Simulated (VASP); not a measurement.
# Ge in VASP: a series of runs

Runs on Ge. Level: PBE+D3(BJ). Tasks: single point.

Program: VASP 6.6.1. These are calculated values, not measurements. Logs are shortened: lines on timing, memory, paths and dates and some standing lists are left out, and cuts for length are marked.

## (1) The cell of the first run

The cell holds a slab with vacuum, 2 atoms: a = 4.224 Å, b = 4.224 Å, c = 28.000 Å, α = 90.00°, β = 90.00°, γ = 120.00°.

## (2) Single point, PBE+D3(BJ)

File INCAR:

```
SYSTEM = Ge
PREC = Accurate
ENCUT = 520
EDIFF = 1E-6
ISMEAR = 0
SIGMA = 0.1
LREAL = .False.
LASPH = .True.
NELM = 60
ALGO = Normal
ISIF = 2
LWAVE = .False.
LCHARG = .False.
LDIPOL = .True.
IDIPOL = 3
DIPOL = 0.5 0.5 0.500
GGA = PE
IVDW = 12
NBANDS = 21
```

File KPOINTS:

```
Automatic mesh
0
Gamma
  12 12 1
  0 0 0
```

File POSCAR:

```
Ge
1.0
    4.2240000000      0.0000000000      0.0000000000
   -2.1120000000      3.6580913056      0.0000000000
    0.0000000000      0.0000000000     28.0000000000
Ge
2
Direct
    0.3333333333      0.6666666667      0.5052321429
    0.6666666667      0.3333333333      0.4947678571
```

Potentials or basis: VASP PAW PBE potentials, release 64 (Ge_d).

The run is started by

```sh
cat potpaw_PBE.64/Ge_d/POTCAR > POTCAR
mpirun -np 1 vasp_std > vasp.out
```

OUTCAR:

```text
SYSTEM = Ge
   PREC = Accurate
   ENCUT = 520
   EDIFF = 1E-6
   ISMEAR = 0
   LREAL = .False.
   LASPH = .True.
   NELM = 60
   ISIF = 2
   GGA = PE
   IVDW = 12
 IVDW          = 12

 ion  position               nearest neighbor table
   1  0.333  0.667  0.505-   2 2.46   2 2.46   2 2.46
   2  0.667  0.333  0.495-   1 2.46   1 2.46   1 2.46

  LATTYP: Found a hexagonal cell.
 ALAT       =     4.2240000000
 C/A-ratio  =     6.6287878788

  Lattice vectors:

 A1 = (   4.2240000000,   0.0000000000,   0.0000000000)
 A2 = (  -2.1120000000,   3.6580913056,   0.0000000000)
 A3 = (   0.0000000000,   0.0000000000,  28.0000000000)

Analysis of symmetry for initial positions (statically):
=====================================================================
 Subroutine PRICEL returns:
 Original cell was already a primitive cell.

 Routine SETGRP: Setting up the symmetry group for a
 hexagonal supercell.

 Subroutine GETGRP returns: Found 12 space group operations
 (whereof 12 operations were pure point group operations)
 out of a pool of 24 trial point group operations.

The static configuration has the point symmetry D_3d.

Analysis of symmetry for dynamics (positions and initial velocities):
=====================================================================
 Subroutine PRICEL returns:
 Original cell was already a primitive cell.

 Routine SETGRP: Setting up the symmetry group for a
 hexagonal supercell.

 Subroutine GETGRP returns: Found 12 space group operations
 (whereof 12 operations were pure point group operations)
 out of a pool of 24 trial point group operations.

The dynamic configuration has the point symmetry D_3d.

 Subroutine INISYM returns: Found 12 space group operations
 (whereof 12 operations are pure point group operations),
 and found     1 'primitive' translations

----------------------------------------------------------------------------------------

                                     Primitive cell

  volume of cell :     432.6498

  direct lattice vectors                    reciprocal lattice vectors
     4.224000000  0.000000000  0.000000000     0.236742424  0.136683302  0.000000000
    -2.112000000  3.658091306  0.000000000     0.000000000  0.273366605  0.000000000
     0.000000000  0.000000000 28.000000000     0.000000000  0.000000000  0.035714286

  length of vectors
     4.224000000  4.224000000 28.000000000     0.273366605  0.273366605  0.035714286

  position of ions in fractional coordinates (direct lattice)
     0.333333333  0.666666667  0.505232143
     0.666666667  0.333333333  0.494767857

  ion indices of the primitive-cell ions
   primitive index   ion index
                 1           1
                 2           2

----------------------------------------------------------------------------------------

 KPOINTS: Automatic mesh

Automatic generation of k-mesh.
 Grid dimensions read from file:
 generate k-points for:   12   12    1

 Generating k-lattice:

  Cartesian coordinates                     Fractional coordinates (reciprocal lattice)
     0.019728535  0.011390275  0.000000000     0.083333333  0.000000000  0.000000000
     0.000000000  0.022780550  0.000000000     0.000000000  0.083333333  0.000000000
     0.000000000  0.000000000  0.035714286     0.000000000  0.000000000  1.000000000

  Length of vectors
     0.022780550  0.022780550  0.035714286

  Shift w.r.t. Gamma in fractional coordinates (k-lattice)
     0.000000000  0.000000000  0.000000000

 Subroutine IBZKPT returns following result:
 ===========================================

 Found     19 irreducible k-points:

 Following reciprocal coordinates:
            Coordinates               Weight
  0.000000  0.000000  0.000000      1.000000
  0.083333  0.000000  0.000000      6.000000
  0.166667  0.000000  0.000000      6.000000
  0.250000  0.000000  0.000000      6.000000
  0.333333 -0.000000  0.000000      6.000000
  0.416667  0.000000  0.000000      6.000000
[... 11 lines left out ...]
  0.333333  0.250000  0.000000     12.000000
  0.333333  0.333333  0.000000      2.000000
   k-points           NKPTS =     19   k-points in BZ     NKDIM =     19   number of bands    NBANDS=     21
   number of dos      NEDOS =    301   number of ions     NIONS =      2
   total plane-waves  NPLWV = 215040
   dimension x,y,z NGX =    32 NGY =   32 NGZ =  210
   dimension x,y,z NGXF=    64 NGYF=   64 NGZF=  420
   ions per type =               2
   NGX,Y,Z   is equivalent  to a cutoff of  12.59, 12.59, 12.47 a.u.
   NGXF,Y,Z  is equivalent  to a cutoff of  25.19, 25.19, 24.94 a.u.
 SYSTEM =  Ge
   PREC   = accura    normal or accurate (medium, high low for compatibility)
   ISTART =      0    job   : 0-new  1-cont  2-samecut
   ICHARG =      2    charge: 1-file 2-atom 10-const
   ISPIN  =      1    spin polarized calculation?
   LNONCOLLINEAR =      F non collinear calculations
   LSORBIT =      F    spin-orbit coupling
   LASPH  =      T    aspherical Exc in radial PAW
   ENCUT  =  520.0 eV  38.22 Ry    6.18 a.u.   7.85  7.85 52.06*2*pi/ulx,y,z
   NELM   =     60;   NELMIN=  2; NELMDL= -5     # of ELM steps
   EDIFF  = 0.1E-05   stopping-criterion for ELM
   LREAL  =      F    real-space projection
   EDIFFG = 0.1E-04   stopping-criterion for IOM
   NSW    =      0    number of steps for IOM
   IBRION =     -1    ionic relax: 0-MD 1-quasi-New 2-CG
   NFREE  =      0    steps in history (QN), initial steepest desc. (CG)
   ISIF   =      2    stress and relaxation
   ISYM   =      2    0-nonsym 1-usesym 2-fastsym
   POTIM  = 0.5000    time-step for ionic-motion
   TEBEG  =    0.0;   TEEND  =   0.0 temperature during run
   PSTRESS=    0.0 pullay stress
   NELECT =      28.0000    total number of electrons
   NUPDOWN=      -1.0000    fix difference up-down
   EMIN   =  10.00;   EMAX   =-10.00  energy-range for DOS
   EFERMI =   0.00;   METHOD = LEGACY
   ISMEAR =     0;   SIGMA  =   0.10  broadening in eV -4-tet -1-fermi 0-gaus
   EFERMI_NEDOS =   21; number of points for ismear=-14 and -15
   IALGO  =     38    algorithm
   IMIX   =      4    mixing-type and parameters
     AMIX     =   0.40;   BMIX     =  1.00
     AMIX_MAG =   1.60;   BMIX_MAG =  1.00
  volume/ion in A,a.u.               =     216.32      1459.83
  Fermi-wavevector in a.u.,A,eV,Ry     =   0.657277  1.242074  5.877901  0.432014
  Thomas-Fermi vector in A             =   1.728734
   LORBIT       =      0    0 simple, 1 ext, 2 COOP (PROOUT), +10 PAW based schemes
   GGA     = PE    functional components
   LHFCALC =     F    Hartree Fock is set to
   AEXX    =    0.0000 exact exchange contribution
   IVDW    =    12    specifies the selected vdW correction
   LEPSILON=     F    determine dielectric tensor
   LRPA    =     F    only Hartree local field effects (RPA)
 non-spin polarized calculation
 Gauss-broadening in eV      SIGMA  =   0.10
  energy-cutoff  :      520.00
  volume of cell :      432.65
 maximum number of plane-waves:     11693
 NGX is ok and might be reduce to    32
   NGX = 15   NGY = 15   NGZ =105

 dipolmoment           0.000000      0.000000      0.000000 electrons x Angstroem

 number of electron      27.9999988 magnetization

 dipolmoment           0.000000      0.000000     -0.000000 electrons x Angstroem

 Free energy of the ion-electron system (eV)
  ---------------------------------------------------
  ext. energy  EPLUGINS =         0.00000000
  ---------------------------------------------------
  free energy    TOTEN  =        -7.86252517 eV

  energy without entropy =       -7.85699819  energy(sigma->0) =       -7.85976168

 E-fermi :  -3.8066     XC(G=0):  -1.5746

 val. band max:       -3.8144280844   @ k =   0.0833   0.0000   0.0000
 cond. band min:      -3.3710335745   @ k =   0.3333   0.3333   0.0000
 fundamental gap:      0.4433945099
 Fermi energy:        -3.8065611469

 k-point     1 :       0.0000    0.0000    0.0000
  band No.  band energies     occupation
      1     -28.4914      2.00000
      2     -28.4743      2.00000
      3     -28.4743      2.00000
      4     -28.4475      2.00000
      5     -28.4475      2.00000
      6     -28.3207      2.00000
[... 13 lines left out ...]
     20       1.0184      0.00000
     21       1.3614      0.00000

 k-point     2 :       0.0833    0.0000    0.0000
  band No.  band energies     occupation
      1     -28.4926      2.00000
      2     -28.4826      2.00000
      3     -28.4814      2.00000
      4     -28.4444      2.00000
      5     -28.4427      2.00000
      6     -28.3307      2.00000
[... 13 lines left out ...]
     20       1.0674      0.00000
     21       1.2718      0.00000

 k-point     3 :       0.1667    0.0000    0.0000
  band No.  band energies     occupation
      1     -28.5019      2.00000
      2     -28.4991      2.00000
      3     -28.4894      2.00000
      4     -28.4416      2.00000
      5     -28.4335      2.00000
      6     -28.3416      2.00000
[... 13 lines left out ...]
     20       1.0772      0.00000
     21       1.3684      0.00000

 k-point     4 :       0.2500    0.0000    0.0000
  band No.  band energies     occupation
      1     -28.5184      2.00000
      2     -28.5160      2.00000
      3     -28.4910      2.00000
      4     -28.4418      2.00000
      5     -28.4231      2.00000
      6     -28.3530      2.00000
[... 13 lines left out ...]
     20       1.6390      0.00000
     21       1.7494      0.00000

 k-point     5 :       0.3333   -0.0000    0.0000
  band No.  band energies     occupation
      1     -28.5330      2.00000
      2     -28.5300      2.00000
      3     -28.4915      2.00000
      4     -28.4435      2.00000
      5     -28.4123      2.00000
      6     -28.3643      2.00000
[... 13 lines left out ...]
     20       2.2980      0.00000
     21       2.6826      0.00000

 k-point     6 :       0.4167    0.0000    0.0000
  band No.  band energies     occupation
      1     -28.5427      2.00000
      2     -28.5390      2.00000
      3     -28.4915      2.00000
      4     -28.4452      2.00000
      5     -28.4019      2.00000
      6     -28.3749      2.00000
[... 13 lines left out ...]
     20       3.2369      0.00000
     21       3.3120      0.00000

 k-point     7 :       0.5000    0.0000    0.0000
  band No.  band energies     occupation
      1     -28.5461      2.00000
      2     -28.5422      2.00000
      3     -28.4914      2.00000
      4     -28.4458      2.00000
      5     -28.3957      2.00000
      6     -28.3810      2.00000
[... 13 lines left out ...]
     20       3.5196      0.00000
     21       3.7942      0.00000
[... 171 lines left out ...]
      1     -28.5669      2.00000
      2     -28.5157      2.00000
      3     -28.4937      2.00000
      4     -28.4463      2.00000
      5     -28.3990      2.00000
      6     -28.3738      2.00000
[... 13 lines left out ...]
     20       3.0794      0.00000
     21       3.2247      0.00000

 k-point    16 :       0.4167    0.1667    0.0000
  band No.  band energies     occupation
      1     -28.5709      2.00000
      2     -28.5168      2.00000
      3     -28.4936      2.00000
      4     -28.4471      2.00000
      5     -28.3930      2.00000
      6     -28.3797      2.00000
[... 13 lines left out ...]
     20       2.9721      0.00000
     21       3.7502      0.00000

 k-point    17 :       0.2500    0.2500    0.0000
  band No.  band energies     occupation
      1     -28.5702      2.00000
      2     -28.5097      2.00000
      3     -28.4953      2.00000
      4     -28.4464      2.00000
      5     -28.3999      2.00000
      6     -28.3713      2.00000
[... 13 lines left out ...]
     20       2.9967      0.00000
     21       3.1472      0.00000

 k-point    18 :       0.3333    0.2500    0.0000
  band No.  band energies     occupation
      1     -28.5781      2.00000
      2     -28.5076      2.00000
      3     -28.4964      2.00000
      4     -28.4480      2.00000
      5     -28.3916      2.00000
      6     -28.3788      2.00000
[... 13 lines left out ...]
     20       3.4208      0.00000
     21       3.7135      0.00000

 k-point    19 :       0.3333    0.3333    0.0000
  band No.  band energies     occupation
      1     -28.5820      2.00000
      2     -28.5010      2.00000
      3     -28.5010      2.00000
      4     -28.4487      2.00000
      5     -28.3847      2.00000
      6     -28.3847      2.00000
[... 13 lines left out ...]
     20       3.2811      0.00000
     21       3.2811      0.00000

------------------------ aborting loop because EDIFF is reached ----------------------------------------

 vacuum level on the upper side and lower side of the slab       (xc-potential included)        -0.007        -0.007

 Edisp (eV)   -0.27859

 E8    (eV) :    -0.1330

  FORCE on cell =-STRESS in cart. coord.  units (eV):
  Direction    XX          YY          ZZ          XY          YZ          ZX
  --------------------------------------------------------------------------------------
  -------------------------------------------------------------------------------------
  Total      -1.96209    -1.96209     0.12670     0.00000     0.00000    -0.00000
  in kB      -7.26595    -7.26595     0.46919     0.00000     0.00000    -0.00000
  external pressure =       -4.69 kB  Pullay stress =        0.00 kB

 VOLUME and BASIS-vectors are now :
 -----------------------------------------------------------------------------
  energy-cutoff  :      520.00
  volume of cell :      432.65
      direct lattice vectors                 reciprocal lattice vectors
     4.224000000  0.000000000  0.000000000     0.236742424  0.136683302  0.000000000
    -2.112000000  3.658091306  0.000000000     0.000000000  0.273366605  0.000000000
     0.000000000  0.000000000 28.000000000     0.000000000  0.000000000  0.035714286

 POSITION                                       TOTAL-FORCE (eV/Angst)
 -----------------------------------------------------------------------------------
     -0.00000      2.43873     14.14650         0.000000     -0.000000      0.477782
      2.11200      1.21936     13.85350        -0.000000      0.000000     -0.477782
 -----------------------------------------------------------------------------------
    total drift:                               -0.000000      0.000000      0.000000

  FREE ENERGIE OF THE ION-ELECTRON SYSTEM (eV)
  ---------------------------------------------------
  free  energy   TOTEN  =        -8.1411187515 eV

  energy  without entropy=       -8.1355917642  energy(sigma->0) =       -8.13835526

 vacuum level on the upper side and lower side of the slab         1.009         1.009
```

It took 3.5 min on 1 thread of Intel Xeon Platinum 8259CL at 2.50GHz (Skylake/Cascade Lake), shared host; peak memory 0.54 GiB.

What came out:

| Quantity | Value |
| --- | --- |
| Free energy | -8.1411 eV |
| Largest force | 0.478 eV/Å |
| Band gap on the k mesh | zero (bands 14 and 15 overlap by 1.54 eV) |
| Dispersion energy per atom | -0.139 eV |

Forces in eV/Å, atoms in the order of the input:
```
Ge   0.000  0.000  0.478
Ge   0.000  0.000 -0.478
```

## (3) Single point, PBE+D3(BJ)

File INCAR:

```
PREC     = Accurate       # precision mode
ENCUT    = 520            # plane-wave cutoff, eV
EDIFF    = 1E-6           # SCF threshold, eV
ISMEAR   = 0              # smearing method
SIGMA    = 0.1            # smearing width, eV
LREAL    = False          # projectors in reciprocal space
LASPH    = True           # aspherical terms in the spheres
NELM     = 100            # most SCF steps
ALGO     = Normal         # electronic algorithm
ISIF     = 2              # what is computed and relaxed
LWAVE    = False          # write WAVECAR
LCHARG   = False          # write CHGCAR
LDIPOL   = True         
IDIPOL   = 3            
DIPOL    = 0.5 0.5 0.500
GGA      = PE             # functional
IVDW     = 12             # dispersion correction
NBANDS   = 21             # bands
```

File KPOINTS:

```
Automatic mesh
0
Gamma
  12 12 1
```

File POSCAR:

```
Ge
1.0
    4.2240000000      0.0000000000      0.0000000000
   -2.1120000000      3.6580913056      0.0000000000
    0.0000000000      0.0000000000     28.0000000000
Ge
2
Direct
    0.3333333333      0.6666666667      0.5104821429
    0.6666666667      0.3333333333      0.4895178571
```

Potentials or basis: VASP PAW PBE potentials, release 64 (Ge_d).

The run is started by

```sh
cat potpaw_PBE.64/Ge_d/POTCAR > POTCAR
mpirun -np 1 vasp_std > vasp.out
```

Run time: 3.4 min. Hardware: 1 thread of Intel Xeon Platinum 8259CL at 2.50GHz (Skylake/Cascade Lake), shared host; peak memory 0.57 GiB.

The run converged. Its results:

* Free energy: -8.2608 eV
* Largest force: 0.137 eV/Å
* Band gap on the k mesh: zero (bands 14 and 15 overlap by 0.60 eV)
* Dispersion energy per atom: -0.139 eV

Forces on the atoms (eV/Å):
```
Ge   0.000  0.000  0.137
Ge   0.000  0.000 -0.137
```

Levels at points of the mesh, in eV from the Fermi level:
```csv
k point,band 12,band 13,band 14,band 15,band 16,band 17
"(0.00, 0.00, 0.00)",-3.41,-0.85,-0.85,-0.55,2.56,3.42
"(0.50, 0.00, 0.00)",-7.40,-2.15,-1.04,0.75,1.15,5.47
```

## (4) Single point, PBE+D3(BJ)

File INCAR:

```
PREC = Accurate ; ENCUT = 520
EDIFF = 1E-6 ; ISMEAR = 0
SIGMA = 0.1 ; LREAL = F
LASPH = T ; NELM = 100
ALGO = Normal ; ISIF = 2
LWAVE = F ; LCHARG = F
LDIPOL = T ; IDIPOL = 3
DIPOL = 0.5 0.5 0.500 ; GGA = PE
IVDW = 12 ; NBANDS = 21
```

File KPOINTS:

```
regular mesh
0
Gamma
  12 12 1
```

File POSCAR:

```
Ge
1.0
    4.2240000000      0.0000000000      0.0000000000
   -2.1120000000      3.6580913056      0.0000000000
    0.0000000000      0.0000000000     28.0000000000
Ge
2
Direct
    0.3333333333      0.6666666667      0.5157142857
    0.6666666667      0.3333333333      0.4842857143
```

The run is started by

```sh
cat potpaw_PBE.64/Ge_d/POTCAR > POTCAR
mpirun -np 1 vasp_std > vasp.out
```

Wall time 3.4 min (1 thread of Intel Xeon Platinum 8259CL at 2.50GHz (Skylake/Cascade Lake), shared host); peak memory 0.56 GiB.

The run converged. Its results:

| Item | Value |
| --- | --- |
| Free energy | -8.1467 eV |
| Largest force | 0.962 eV/Å |
| Band gap on the k mesh | zero (filled and empty bands touch) |
| Dispersion energy per atom | -0.141 eV |

Forces on the atoms (eV/Å):
```
Ge   0.000  0.000 -0.962
Ge   0.000  0.000  0.962
```

Levels at points of the mesh, in eV from the Fermi level:
```
           k point  band 11  band 12  band 13  band 14  band 15  band 16  band 17  band 18
(0.00, 0.00, 0.00)   -10.24    -3.84    -0.05    -0.05     0.54     2.01     3.79     3.79
(0.50, 0.00, 0.00)    -8.51    -6.83    -1.35    -1.13     0.59     1.91     5.03     6.04
```

## (5) The runs side by side

```csv
cell,gap on the mesh (eV),largest force (eV/Å)
"as given, atomic positions A",none,0.48
"as given, atomic positions B",none,0.14
"as given, atomic positions C",none,0.96
```

Alike in all rows: task single point; level PBE+D3(BJ); potentials or basis VASP PAW PBE potentials, release 64 (Ge_d); no spin polarisation; k mesh 12 × 12 × 1; cutoff (eV) 520; smearing gaussian 0.1 eV.

Absolute energies hang on the potentials; compare differences alone.

The gap in the log of VASP goes by the Fermi energy; the results here count the filled bands.